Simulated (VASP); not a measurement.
Runs of VASP 6.6.1 on Al. The structure is that of space group Fm-3m (No. 225), or close to it. The cells are those of the table. 

```csv
cell,gap on the mesh (eV),pressure (GPa)
"a = 3.005 Å, angles 60.0°, 1 atom",none,(b)
"a = 2.755, b = 2.755, c = 2.719 Å, angles 60.4, 60.4, 59.1°, 1 atom",none,8.2
"a = 2.934 Å, angles 60.0°, 1 atom",none,-7.6
"a = 2.827, b = 2.827, c = 2.791 Å, angles 60.4, 60.4, 59.2°, 1 atom",none,(a)
"a = 2.827, b = 2.827, c = 2.862 Å, angles 59.6, 59.6, 60.8°, 1 atom",none,-1.7
```

Alike in all rows: task single point; level LDA; potentials or basis VASP PAW LDA potentials, release 64 (Al); no spin polarisation; k mesh 20 × 20 × 20; cutoff (eV) 520; smearing gaussian 0.15 eV.

Estimate the missing entries.

(a) 0.3; (b) -10.2.

A gap of «none» marks levels without a gap at the run's occupations.
